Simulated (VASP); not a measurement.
**Al12Ga: single point with LDA**

System: Al12Ga, a slab with vacuum.

```xyz
13
Lattice="5.6344 0.0000 0.0000 0.0000 5.6344 0.0000 0.0000 0.0000 21.1039" Properties=species:S:1:pos:R:3 pbc="T T T"
Al    1.4086    1.4086    4.0000
Al    1.4086    4.2258    4.0000
Al    4.2258    1.4086    4.0000
Al    4.2258    4.2258    4.0000
Al    0.0000    0.0000    6.0516
Al    0.0000    2.8172    6.0516
Al    2.8172    0.0000    6.0516
Al    2.8172    2.8172    6.0516
Al    1.4086    1.4086    8.1039
Al    1.4086    4.2258    8.1039
Al    4.2258    1.4086    8.1039
Al    4.2258    4.2258    8.1039
Ga    2.8172    2.8172    9.4639
```

```
Program             : VASP 6.6.1
Task                : single point
Functional          : LDA
Potentials or basis : VASP PAW LDA potentials, release 64 (Al, Ga_d)
Cutoff              : 520 eV
k mesh              : 5 × 5 × 1
Occupations         : gaussian, width 0.1 eV
Spin                : collinear spin
Starting moments    : [0.0, 0.0, 0.0, 0.0, 0.0, 0.0, 0.0, 0.0, 0.0, 0.0, 0.0, 0.0, 1.0] μB
```

```json
{
  "Largest force": "1.622 eV/Å",
  "Net moment": "0.00 μB per cell",
  "Valence electrons inside the program's atomic spheres": "Al 0.79, 0.80, 0.81 (each value once); Ga 11.83"
}
```

Forces on the atoms (eV/Å):
```
Al  -0.033 -0.033 -0.014
Al  -0.033  0.033 -0.014
Al   0.033 -0.033 -0.014
Al   0.033  0.033 -0.014
Al   0.000  0.000 -0.120
Al   0.000  0.000  0.005
Al   0.000  0.000  0.005
Al   0.000  0.000  0.149
Al  -0.895 -0.895 -0.402
Al  -0.895  0.895 -0.402
Al   0.895 -0.895 -0.402
Al   0.895  0.895 -0.402
Ga   0.000  0.000  1.622
```

Levels at points of the mesh, in eV from the Fermi level:
Spin up:
```csv
k point,band 20,band 21,band 22,band 23,band 24,band 25,band 26,band 27,band 28,band 29
"(0.00, 0.00, 0.00)",-1.79,-1.79,-1.26,-1.01,-0.67,-0.39,-0.39,-0.34,-0.16,1.01
```
Spin down:
| k point | band 20 | band 21 | band 22 | band 23 | band 24 | band 25 | band 26 | band 27 | band 28 | band 29 |
| --- | --- | --- | --- | --- | --- | --- | --- | --- | --- | --- |
| (0.00, 0.00, 0.00) | -1.79 | -1.79 | -1.26 | -1.01 | -0.67 | -0.39 | -0.39 | -0.34 | -0.16 | 1.01 |

It took 22 min on 1 thread of Intel Xeon 8259CL, with other jobs on the host, peak memory 0.64 GiB.
